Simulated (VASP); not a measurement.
# BeTe (R-3m) in VASP: notebook, part 2 of 2

VASP 6.6.1. Earlier steps stand in the parts before.

### Step 3. Relaxation of cell and atoms, PBE

Contents of INCAR:

```
  PREC = Accurate
  ENCUT = 600
  EDIFF = 1E-7
  ISMEAR = 0
  SIGMA = 0.1
  LREAL = False
  LASPH = True
  NELM = 60
  ALGO = Normal
  ISIF = 3
  LWAVE = False
  LCHARG = False
  GGA = PE
  IBRION = 2
  NSW = 90
  EDIFFG = -0.04
```

Contents of KPOINTS:

```
regular mesh
0
Gamma
  6 6 6
```

Contents of POSCAR:

```
BeTe
1.0
    1.8608634800      1.0743700300      3.6986945300
   -1.8608634800      1.0743700300      3.6986945300
    0.0000000000     -2.1487400700      3.6986945300
Be Te
1 1
Direct
    0.5000000000      0.5000000000      0.5000000000
    0.0000000000      0.0000000000      0.0000000000
```

Potentials or basis: VASP PAW PBE potentials, release 64 (Be, Te).

Started as:

```bash
> cat potpaw_PBE.64/Be/POTCAR potpaw_PBE.64/Te/POTCAR > POTCAR
> mpirun -np 1 vasp_std > vasp.out
```

OUTCAR:

```text
PREC = Accurate
   ENCUT = 600
   EDIFF = 1E-7
   ISMEAR = 0
   LREAL = False
   LASPH = True
   NELM = 60
   ISIF = 3
   GGA = PE
   IBRION = 2
   NSW = 90
   EDIFFG = -0.04

 ion  position               nearest neighbor table
   1  0.500  0.500  0.500-   2 2.83   2 2.83   2 2.83   2 2.83   2 2.83   2 2.83
   2  0.000  0.000  0.000-   1 2.83   1 2.83   1 2.83   1 2.83   1 2.83   1 2.83

  LATTYP: Found a trigonal (rhomboedric) cell.
 ALAT       =     4.2775489569
 COS(alpha) =     0.6214972452

  Lattice vectors:

 A1 = (   1.8608634800,   1.0743700300,   3.6986945300)
 A2 = (  -1.8608634800,   1.0743700300,   3.6986945300)
 A3 = (   0.0000000000,  -2.1487400700,   3.6986945300)

Analysis of symmetry for initial positions (statically):
=====================================================================
 Subroutine PRICEL returns:
 Original cell was already a primitive cell.

 Routine SETGRP: Setting up the symmetry group for a
 trigonal (rhombohedral) supercell.

 Subroutine GETGRP returns: Found 12 space group operations
 (whereof 12 operations were pure point group operations)
 out of a pool of 12 trial point group operations.

The static configuration has the point symmetry D_3d.

Analysis of symmetry for dynamics (positions and initial velocities):
=====================================================================
 Subroutine PRICEL returns:
 Original cell was already a primitive cell.

 Routine SETGRP: Setting up the symmetry group for a
 trigonal (rhombohedral) supercell.

 Subroutine GETGRP returns: Found 12 space group operations
 (whereof 12 operations were pure point group operations)
 out of a pool of 12 trial point group operations.

The dynamic configuration has the point symmetry D_3d.

 Subroutine INISYM returns: Found 12 space group operations
 (whereof 12 operations are pure point group operations),
 and found     1 'primitive' translations

----------------------------------------------------------------------------------------

                                     Primitive cell

  volume of cell :      44.3678

  direct lattice vectors                    reciprocal lattice vectors
     1.860863480  1.074370030  3.698694530     0.268692467  0.155129668  0.090121888
[... 119 lines left out ...]
 Gauss-broadening in eV      SIGMA  =   0.10
  energy-cutoff  :      600.00
  volume of cell :       44.37
 maximum number of plane-waves:      1507
 NGX is ok and might be reduce to    36
   NGX = 17   NGY = 17   NGZ = 17

--------------------------------------- Ionic step        1  -------------------------------------------

 number of electron       8.0000000 magnetization

 Free energy of the ion-electron system (eV)
  ---------------------------------------------------
  ext. energy  EPLUGINS =         0.00000000
  ---------------------------------------------------
  free energy    TOTEN  =        -6.19428744 eV

  energy without entropy =       -6.19183686  energy(sigma->0) =       -6.19306215

------------------------ aborting loop because EDIFF is reached ----------------------------------------

  FORCE on cell =-STRESS in cart. coord.  units (eV):
  Direction    XX          YY          ZZ          XY          YZ          ZX
  --------------------------------------------------------------------------------------
  -------------------------------------------------------------------------------------
  Total       -0.4635010     -0.4635010     -4.6518275      0.0000000      0.0000000      0.0000000
  in kB      -16.7375992    -16.7375993   -167.9832843      0.0000000      0.0000002      0.0000000
  external PRESSURE =     -67.1528276 kB  Pullay stress =       0.0000000 kB
[... 95 lines left out ...]
--------------------------------------- Ionic step        4  -------------------------------------------

 number of electron       8.0000000 magnetization

 E-fermi :   7.7317     XC(G=0): -10.0946

 val. band max:        7.7183242016   @ k =   0.5000   0.3333  -0.0000
 cond. band min:       7.7318184352   @ k =  -0.1667   0.1667   0.0000
 fundamental gap:      0.0134942336
 Fermi energy:         7.7317002040

 k-point     1 :       0.0000    0.0000    0.0000
  band No.  band energies     occupation
      1      -5.9521      2.00000
      2       6.7309      2.00000
      3       7.7384      0.92462
      4       7.7384      0.92462
      5      10.8426      0.00000
      6      13.9964      0.00000
      7      13.9964      0.00000
      8      14.0071      0.00000
[... 396 lines left out ...]
--------------------------------------- Ionic step        8  -------------------------------------------

 number of electron       8.0000000 magnetization

 Free energy of the ion-electron system (eV)
  ---------------------------------------------------
  ext. energy  EPLUGINS =         0.00000000
  ---------------------------------------------------
  free energy    TOTEN  =        -6.58551092 eV

  energy without entropy =       -6.58221465  energy(sigma->0) =       -6.58386278

 E-fermi :   7.3348     XC(G=0):  -9.9541

 val. band max:        7.1291976673   @ k =   0.3333   0.3333   0.0000
 cond. band min:       7.4054998391   @ k =   0.5000   0.5000   0.1667
 fundamental gap:      0.2763021717
 Fermi energy:         7.3347860965

 k-point     1 :       0.0000    0.0000    0.0000
  band No.  band energies     occupation
      1      -6.1028      2.00000
      2       6.9615      2.00000
      3       6.9615      2.00000
      4       7.0213      1.99999
      5      10.3006      0.00000
      6      13.5117      0.00000
      7      13.5285      0.00000
      8      13.5285      0.00000
[... 282 lines left out ...]
  FREE ENERGIE OF THE ION-ELECTRON SYSTEM (eV)
  ---------------------------------------------------
  free  energy   TOTEN  =        -6.5855109170 eV

  energy  without entropy=       -6.5822146509  energy(sigma->0) =       -6.58386278

 reached required accuracy - stopping structural energy minimisation
```

OSZICAR:

```text
N       E                     dE             d eps       ncg     rms          rms(c)
DAV:   1     0.141579025115E+02    0.14158E+02   -0.33979E+03   512   0.879E+02
DAV:   2    -0.561036583434E+01   -0.19768E+02   -0.19217E+02   736   0.944E+01
DAV:   3    -0.618855066421E+01   -0.57818E+00   -0.55897E+00   664   0.169E+01
[... 74 lines left out ...]
DAV:   4    -0.658552042252E+01    0.23310E-04   -0.83244E-05   632   0.735E-02    0.564E-02
DAV:   5    -0.658551129131E+01    0.91312E-05   -0.33026E-05   840   0.345E-02    0.145E-02
DAV:   6    -0.658551110797E+01    0.18333E-06   -0.99709E-07   544   0.749E-03    0.682E-03
DAV:   7    -0.658551096183E+01    0.14614E-06   -0.80613E-08   528   0.212E-03    0.169E-03
DAV:   8    -0.658551091701E+01    0.44816E-07   -0.21876E-08   280   0.108E-03
   8 F= -.65855109E+01 E0= -.65838628E+01  d E =-.169905E-02
```

CONTCAR:

```text
BeTe
   1.00000000000000
     1.8982848510917598    1.0959752693141858    3.0871776751739870
    -1.8982848510917598    1.0959752693141858    3.0871776751739870
     0.0000000000000000   -2.1919505470877532    3.0871776746802384
  Be              Te
     1     1
Direct
     0.5000000000000000    0.5000000000000000    0.5000000000000000
     0.0000000000000000    0.0000000000000000    0.0000000000000000

  0.00000000E+00  0.00000000E+00  0.00000000E+00
  0.00000000E+00  0.00000000E+00  0.00000000E+00
```

It took 98 s on 1 thread of Intel Xeon Platinum 8375C at 2.90GHz (Ice Lake), shared host; peak memory 0.22 GiB.

What came out:

* Free energy: -6.5855 eV
* Relaxed volume: 19.27 Å³/atom
* Relaxed cell: a = 3.786 Å, b = 3.786 Å, c = 3.786 Å, α = 60.18°, β = 60.18°, γ = 60.18°
* Space group after relaxing (to 0.05 Å): Fm-3m (No. 225)
* Energy gained by relaxing: 195.6 meV/atom
* Ionic steps: 8
* Pressure after relaxing: -0.1 GPa
* Band gap on the k mesh: zero (band 4 reaches 7.54 eV, above the bottom of band 5 at 6.31 eV)

Stress tensor (GPa, compression positive):
```
-0.24  0.00  0.00
 0.00 -0.24  0.00
 0.00  0.00  0.25
```

The path:
| step | energy change (eV) | largest force (eV/Å) | pressure (GPa) | volume (Å³) |
| --- | --- | --- | --- | --- |
| 1 | 0.0000 | 0.0000 | -6.72 | 44.37 |
| 2 | -0.3352 | 0.0000 | -0.01 | 38.51 |
| 3 | -0.3455 | 0.0000 | 1.63 | 37.64 |
| 4 | -0.3469 | 0.0000 | 2.37 | 37.27 |
| 5 | -0.3850 | 0.0000 | 0.10 | 38.45 |
| 6 | -0.3893 | 0.0000 | -0.61 | 38.86 |
| 7 | -0.3895 | 0.0000 | -0.79 | 38.96 |
| 8 | -0.3912 | 0.0000 | -0.07 | 38.54 |

Final structure:
```cif
data_structure
_symmetry_space_group_name_H-M 'P 1'
_symmetry_Int_Tables_number 1
_cell_length_a 3.7862
_cell_length_b 3.7862
_cell_length_c 3.7862
_cell_angle_alpha 60.181
_cell_angle_beta 60.181
_cell_angle_gamma 60.181
_cell_volume 38.54
loop_
_atom_site_label
_atom_site_type_symbol
_atom_site_fract_x
_atom_site_fract_y
_atom_site_fract_z
_atom_site_occupancy
Be1 Be 0.50000 0.50000 0.50000 1
Te1 Te 0.00000 0.00000 0.00000 1
```

Levels at points of the mesh, in eV from the Fermi level:
```tsv
k point	band 2	band 3	band 4	band 5	band 6	band 7
(0.00, 0.00, 0.00)	-0.37	-0.37	-0.31	2.97	6.18	6.19
(0.50, 0.00, 0.00)	-6.87	-0.35	-0.33	2.21	2.23	2.88
(0.50, 0.50, 0.00)	-6.13	-3.12	-3.08	-1.02	2.99	8.75
(0.50, 0.50, 0.50)	-6.85	-0.37	-0.37	2.19	2.19	2.83
```

Caveat: spin-orbit coupling is left out, which moves the levels of the heavy elements.
